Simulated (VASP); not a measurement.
# Ta (P6_3/mmc) in VASP: further runs

Ta is run at these levels: RPBE+D3(BJ), PBEsol+D4, RPBE+D4; tasks: single point.

Program: VASP 6.6.1. These are calculated values, not measurements. Logs are shortened: lines on timing, memory, paths and dates and some standing lists are left out, and cuts for length are marked.

## 1. The cell of the first run

It takes space group P6_3/mmc (No. 194, hexagonal). Conventional cell: a = 2.740 Å, b = 2.740 Å, c = 4.771 Å, α = 90.00°, β = 90.00°, γ = 120.00°. Ta (site symmetry -6m2) has 12 Ta at 2.74 to 2.86 Å within 3.6 Å.

## 2. Single point, RPBE+D3(BJ)

Contents of INCAR:

```
SYSTEM = Ta
PREC = Accurate ; ENCUT = 520
EDIFF = 1E-7 ; ISMEAR = -1
SIGMA = 0.05 ; LREAL = .False.
LASPH = .True. ; NELM = 80
ALGO = Normal ; ISIF = 2
LWAVE = .False. ; LCHARG = .False.
GGA = RP ; IVDW = 12
NBANDS = 18
```

Contents of KPOINTS:

```
Automatic mesh
0
Gamma
  11 11 5
  0 0 0
```

Contents of POSCAR:

```
Ta
1.0
    2.7396822499      0.0000000000      0.0000000000
   -1.3698411250      2.3726344267      0.0000000000
    0.0000000000      0.0000000000      4.7708119901
Ta
2
Direct
    0.3333333333      0.6666666667      0.2500000000
    0.6666666667      0.3333333333      0.7500000000
```

Potentials or basis: VASP PAW PBE potentials, release 64 (Ta_pv).

Run with:

```bash
> cat potpaw_PBE.64/Ta_pv/POTCAR > POTCAR
> mpirun -np 1 vasp_std > vasp.out
```

OUTCAR:

```text
SYSTEM = Ta
   PREC = Accurate
   ENCUT = 520
   EDIFF = 1E-7
   ISMEAR = -1
   LREAL = .False.
   LASPH = .True.
   NELM = 80
   ISIF = 2
   GGA = RP
   IVDW = 12
 IVDW          = 12

 ion  position               nearest neighbor table
   1  0.333  0.667  0.250-   2 2.86   2 2.86   2 2.86   2 2.86   2 2.86   2 2.86
   2  0.667  0.333  0.750-   1 2.86   1 2.86   1 2.86   1 2.86   1 2.86   1 2.86

  LATTYP: Found a hexagonal cell.
 ALAT       =     2.7396822499
 C/A-ratio  =     1.7413742014

  Lattice vectors:

 A1 = (   2.7396822499,   0.0000000000,   0.0000000000)
 A2 = (  -1.3698411250,   2.3726344267,   0.0000000000)
 A3 = (   0.0000000000,   0.0000000000,   4.7708119901)

Analysis of symmetry for initial positions (statically):
=====================================================================
 Subroutine PRICEL returns:
 Original cell was already a primitive cell.

 Routine SETGRP: Setting up the symmetry group for a
 hexagonal supercell.

 Subroutine GETGRP returns: Found 24 space group operations
 (whereof 12 operations were pure point group operations)
 out of a pool of 24 trial point group operations.

The static configuration has the point symmetry D_3d.
 The point group associated with its full space group is D_6h.

Analysis of symmetry for dynamics (positions and initial velocities):
=====================================================================
 Subroutine PRICEL returns:
 Original cell was already a primitive cell.

 Routine SETGRP: Setting up the symmetry group for a
 hexagonal supercell.

 Subroutine GETGRP returns: Found 24 space group operations
 (whereof 12 operations were pure point group operations)
 out of a pool of 24 trial point group operations.

The dynamic configuration has the point symmetry D_3d.
 The point group associated with its full space group is D_6h.

 Subroutine INISYM returns: Found 24 space group operations
 (whereof 12 operations are pure point group operations),
 and found     1 'primitive' translations

----------------------------------------------------------------------------------------

                                     Primitive cell

  volume of cell :      31.0115

  direct lattice vectors                    reciprocal lattice vectors
     2.739682250  0.000000000  0.000000000     0.365005832  0.210736216  0.000000000
    -1.369841125  2.372634427  0.000000000     0.000000000  0.421472431  0.000000000
[... 83 lines left out ...]
   ENCUT  =  520.0 eV  38.22 Ry    6.18 a.u.   5.09  5.09  8.87*2*pi/ulx,y,z
   NELM   =     80;   NELMIN=  2; NELMDL= -5     # of ELM steps
   EDIFF  = 0.1E-06   stopping-criterion for ELM
   LREAL  =      F    real-space projection
   EDIFFG = 0.1E-05   stopping-criterion for IOM
   NSW    =      0    number of steps for IOM
   IBRION =     -1    ionic relax: 0-MD 1-quasi-New 2-CG
   NFREE  =      0    steps in history (QN), initial steepest desc. (CG)
   ISIF   =      2    stress and relaxation
   ISYM   =      2    0-nonsym 1-usesym 2-fastsym
   POTIM  = 0.5000    time-step for ionic-motion
   TEBEG  =    0.0;   TEEND  =   0.0 temperature during run
   PSTRESS=    0.0 pullay stress
   NELECT =      22.0000    total number of electrons
   NUPDOWN=      -1.0000    fix difference up-down
   EMIN   =  10.00;   EMAX   =-10.00  energy-range for DOS
   EFERMI =   0.00;   METHOD = LEGACY
   ISMEAR =    -1;   SIGMA  =   0.05  broadening in eV -4-tet -1-fermi 0-gaus
   EFERMI_NEDOS =   21; number of points for ismear=-14 and -15
   IALGO  =     38    algorithm
   IMIX   =      4    mixing-type and parameters
     AMIX     =   0.40;   BMIX     =  1.00
     AMIX_MAG =   1.60;   BMIX_MAG =  1.00
  volume/ion in A,a.u.               =      15.51       104.64
  Fermi-wavevector in a.u.,A,eV,Ry     =   1.460073  2.759138 29.005085  2.131814
  Thomas-Fermi vector in A             =   2.576566
   LORBIT       =      0    0 simple, 1 ext, 2 COOP (PROOUT), +10 PAW based schemes
   GGA     = RP    functional components
   LHFCALC =     F    Hartree Fock is set to
   AEXX    =    0.0000 exact exchange contribution
   IVDW    =    12    specifies the selected vdW correction
   LEPSILON=     F    determine dielectric tensor
   LRPA    =     F    only Hartree local field effects (RPA)
 non-spin polarized calculation
  energy-cutoff  :      520.00
  volume of cell :       31.01
 maximum number of plane-waves:       845
   NGX = 11   NGY = 11   NGZ = 17

 number of electron      22.0000000 magnetization

 Free energy of the ion-electron system (eV)
  ---------------------------------------------------
  ext. energy  EPLUGINS =         0.00000000
  ---------------------------------------------------
  free energy    TOTEN  =       -21.05127717 eV

  energy without entropy =      -21.03763245  energy(sigma->0) =      -21.04445481

 E-fermi :   7.3517     XC(G=0): -13.3487

 val. band max:        7.3350658351   @ k =   0.0000   0.0000   0.2000
 cond. band min:       7.3732227131   @ k =   0.2727   0.0909   0.0000
 fundamental gap:      0.0381568780
 Fermi energy:         7.3517195611

 k-point     1 :       0.0000    0.0000    0.0000
  band No.  band energies     occupation
      1     -27.3690      2.00000
      2     -25.7299      2.00000
      3     -25.6868      2.00000
      4     -25.6868      2.00000
      5     -25.5163      2.00000
      6     -25.5163      2.00000
[... 481 lines left out ...]
      5     -25.8351      2.00000
      6     -25.7373      2.00000
[... 10 lines left out ...]
     17      13.7162      0.00000
     18      16.0729      0.00000

 [... further k-points ...]

------------------------ aborting loop because EDIFF is reached ----------------------------------------

 Edisp (eV)  -11.13931

 E8    (eV) :    -8.3210

  FORCE on cell =-STRESS in cart. coord.  units (eV):
  Direction    XX          YY          ZZ          XY          YZ          ZX
  --------------------------------------------------------------------------------------
  -------------------------------------------------------------------------------------
  Total       0.08972     0.08972     0.07296    -0.00000     0.00000     0.00000
  in kB       4.63536     4.63536     3.76961    -0.00000     0.00000     0.00000
  external pressure =        4.35 kB  Pullay stress =        0.00 kB

 VOLUME and BASIS-vectors are now :
 -----------------------------------------------------------------------------
  energy-cutoff  :      520.00
  volume of cell :       31.01
      direct lattice vectors                 reciprocal lattice vectors
     2.739682250  0.000000000  0.000000000     0.365005832  0.210736216  0.000000000
    -1.369841125  2.372634427  0.000000000     0.000000000  0.421472431  0.000000000
     0.000000000  0.000000000  4.770811990     0.000000000  0.000000000  0.209607925

 POSITION                                       TOTAL-FORCE (eV/Angst)
 -----------------------------------------------------------------------------------
     -0.00000      1.58176      1.19270         0.000000     -0.000000      0.000000
      1.36984      0.79088      3.57811        -0.000000      0.000000      0.000000
 -----------------------------------------------------------------------------------
    total drift:                               -0.000000      0.000000     -0.000000

  FREE ENERGIE OF THE ION-ELECTRON SYSTEM (eV)
  ---------------------------------------------------
  free  energy   TOTEN  =       -32.1905832409 eV

  energy  without entropy=      -32.1769385196  energy(sigma->0) =      -32.18376088
```

OSZICAR:

```text
N       E                     dE             d eps       ncg     rms          rms(c)
DAV:   1     0.176949270483E+03    0.17695E+03   -0.12742E+04  1728   0.130E+03
DAV:   2    -0.174224433179E+02   -0.19437E+03   -0.19098E+03  2094   0.368E+02
DAV:   3    -0.216876679320E+02   -0.42652E+01   -0.42141E+01  2022   0.517E+01
DAV:   4    -0.217162819879E+02   -0.28614E-01   -0.28580E-01  1906   0.433E+00
DAV:   5    -0.217164830058E+02   -0.20102E-03   -0.20100E-03  1968   0.337E-01    0.242E+01
DAV:   6    -0.212349293300E+02    0.48155E+00   -0.40828E-01  1894   0.620E+00    0.129E+01
DAV:   7    -0.210535145761E+02    0.18141E+00   -0.46992E-01  1976   0.635E+00    0.473E-01
DAV:   8    -0.210512672234E+02    0.22474E-02   -0.11453E-02  1920   0.993E-01    0.187E-01
DAV:   9    -0.210512876490E+02   -0.20426E-04   -0.20606E-04  2032   0.132E-01    0.673E-02
DAV:  10    -0.210512796589E+02    0.79901E-05   -0.25172E-05  2014   0.420E-02    0.975E-03
DAV:  11    -0.210512776634E+02    0.19955E-05   -0.19967E-06  1964   0.115E-02    0.429E-03
DAV:  12    -0.210512771627E+02    0.50064E-06   -0.12062E-07  1080   0.354E-03    0.121E-03
DAV:  13    -0.210512771716E+02   -0.88367E-08   -0.11348E-08   890   0.102E-03
   1 F= -.32190583E+02 E0= -.32183761E+02  d E =-.136447E-01
```

stdout:

```text
POSCAR found type information on POSCAR Ta
 POSCAR found :  1 types and       2 ions
 scaLAPACK will be used
 -----------------------------------------------------------------------------
|                                                                             |
|                                                                             |
|     You enforced a specific xc type in the INCAR file but a different       |
|     I HOPE YOU KNOW WHAT YOU ARE DOING!                                     |
|                                                                             |
 -----------------------------------------------------------------------------

 LDA part: xc-table for (Slater+PW92), standard interpolation
 POSCAR, INCAR and KPOINTS ok, starting setup
 FFT: planning ... GRIDC
 FFT: planning ... GRID_SOFT
 FFT: planning ... GRID
 WAVECAR not read
 entering main loop
```

Run time: 8.9 s. Hardware: 1 thread of Intel Xeon 6975P-C (Granite Rapids), shared host; peak memory 0.16 GiB.

What came out:

```yaml
Free_energy: -32.1906 eV
Pressure: 0.4 GPa
Band_gap_on_the_k_mesh: zero (band 11 reaches 8.80 eV, above the bottom of band 12 at 6.68 eV)
Dispersion_energy_per_atom: -5.570 eV
```

Stress tensor (GPa, compression positive):
```
0.46 0.00 0.00
0.00 0.46 0.00
0.00 0.00 0.38
```

Levels at points of the mesh, in eV from the Fermi level:
```tsv
k point	band 8	band 9	band 10	band 11	band 12	band 13	band 14	band 15
(0.00, 0.00, 0.00)	-5.59	-0.63	0.48	0.48	0.77	1.29	1.29	3.31
```

Caveat: the PAW data sets were made with another functional, which shifts forces and pressure a little; spin-orbit coupling is left out, which moves the levels of the heavy elements; pairwise dispersion overbinds metals, which lowers pressure and volume.

## 3. Single point, PBEsol+D4

This run uses another cell than the first one, of 17.97 Å³/atom, 1.159 times its volume.

Contents of INCAR:

```
SYSTEM = Ta
ALGO = Normal
EDIFF = 1E-7
ENCUT = 520
GGA = PS
ISIF = 2
ISMEAR = -1
IVDW = 13
LASPH = .TRUE.
LCHARG = .FALSE.
LREAL = .FALSE.
LWAVE = .FALSE.
NBANDS = 18
NELM = 100
PREC = Accurate
SIGMA = 0.05
```

Contents of KPOINTS:

```
k-points
0
G
  11 11 5
  0 0 0
```

Contents of POSCAR:

```
Ta
1.0
    2.8525388914      0.0000000000      0.0000000000
   -1.4262694457      2.4703711452      0.0000000000
    0.0000000000      0.0000000000      5.0999781411
Ta
2
Direct
    0.3333333333      0.6666666667      0.2500000000
    0.6666666667      0.3333333333      0.7500000000
```

Potentials or basis: VASP PAW PBE potentials, release 64 (Ta_pv).

Run with:

```bash
> cat potpaw_PBE.64/Ta_pv/POTCAR > POTCAR
> mpirun -np 1 vasp_std > vasp.out
```

Run time: 10 s. Hardware: 1 thread of Intel Xeon 6975P-C (Granite Rapids), shared host; peak memory 0.17 GiB.

Results (log left out):

| Quantity | Value |
| --- | --- |
| Free energy | -24.9065 eV |
| Pressure | 0.2 GPa |
| Band gap on the k mesh | zero (band 11 reaches 6.82 eV, above the bottom of band 12 at 5.19 eV) |
| Dispersion energy per atom | -0.186 eV |

Levels at points of the mesh, in eV from the Fermi level:
```csv
k point,band 8,band 9,band 10,band 11,band 12,band 13,band 14,band 15
"(0.00, 0.00, 0.00)",-5.09,-0.69,-0.02,0.57,0.57,1.17,1.17,3.11
```

Caveat: the PAW data sets were made with another functional, which shifts forces and pressure a little; spin-orbit coupling is left out, which moves the levels of the heavy elements; pairwise dispersion overbinds metals, which lowers pressure and volume.

## 4. Single point, RPBE+D4

This run uses another cell than the first one, of 18.62 Å³/atom, 1.201 times its volume.

Contents of INCAR:

```
SYSTEM = Ta
PREC = Accurate
ENCUT = 520
EDIFF = 1E-6
ISMEAR = -1
SIGMA = 0.05
LREAL = .FALSE.
LASPH = .TRUE.
NELM = 60
ALGO = Fast
ISIF = 2
LWAVE = .FALSE.
LCHARG = .TRUE.
GGA = RP
IVDW = 13
LELF = .TRUE.
LVHAR = .TRUE.
NBANDS = 18
```

Contents of KPOINTS:

```
regular mesh
0
G
  11 11 5
  0 0 0
```

Contents of POSCAR:

```
Ta
1.0
    2.8889329022      0.0000000000      0.0000000000
   -1.4444664511      2.5018892831      0.0000000000
    0.0000000000      0.0000000000      5.1528252549
Ta
2
Direct
    0.3333333333      0.6666666667      0.2500000000
    0.6666666667      0.3333333333      0.7500000000
```

Run with:

```bash
> cat potpaw_PBE.64/Ta_pv/POTCAR > POTCAR
> mpirun -np 1 vasp_std > vasp.out
```

Wall time 13 s (1 thread of Intel Xeon 6975P-C (Granite Rapids), shared host); peak memory 0.17 GiB.

Results (log left out):

- Free energy: -23.0996 eV
- Pressure: 0.0 GPa
- Band gap on the k mesh: zero (band 11 reaches 6.67 eV, above the bottom of band 12 at 5.20 eV)
- Dispersion energy per atom: -0.503 eV

Levels at points of the mesh, in eV from the Fermi level:
```tsv
k point	band 7	band 8	band 9	band 10	band 11	band 12	band 13	band 14	band 15	band 16
(0.00, 0.00, 0.00)	-8.24	-4.96	-0.60	-0.18	0.60	0.60	1.16	1.16	3.01	3.01
```

Caveat: the PAW data sets were made with another functional, which shifts forces and pressure a little; spin-orbit coupling is left out, which moves the levels of the heavy elements; pairwise dispersion overbinds metals, which lowers pressure and volume.

## 5. Summary

```csv
level,cell,gap on the mesh (eV),pressure (GPa)
RPBE+D3(BJ),"a = 2.740, b = 2.740, c = 4.771 Å, angles 90.0, 90.0, 120.0°, 2 atoms",none,0.4
PBEsol+D4,"a = 2.853, b = 2.853, c = 5.100 Å, angles 90.0, 90.0, 120.0°, 2 atoms",none,0.2
RPBE+D4,"a = 2.889, b = 2.889, c = 5.153 Å, angles 90.0, 90.0, 120.0°, 2 atoms",none,0.0
```

Alike in all rows: task single point; potentials or basis VASP PAW PBE potentials, release 64 (Ta_pv); no spin polarisation; k mesh 11 × 11 × 5; cutoff (eV) 520; smearing fermi-dirac 0.05 eV.

Caveats: the PAW data sets were made with another functional, which shifts forces and pressure a little; spin-orbit coupling is left out, which moves the levels of the heavy elements; pairwise dispersion overbinds metals, which lowers pressure and volume.

Absolute energies hang on the potentials; compare differences alone.
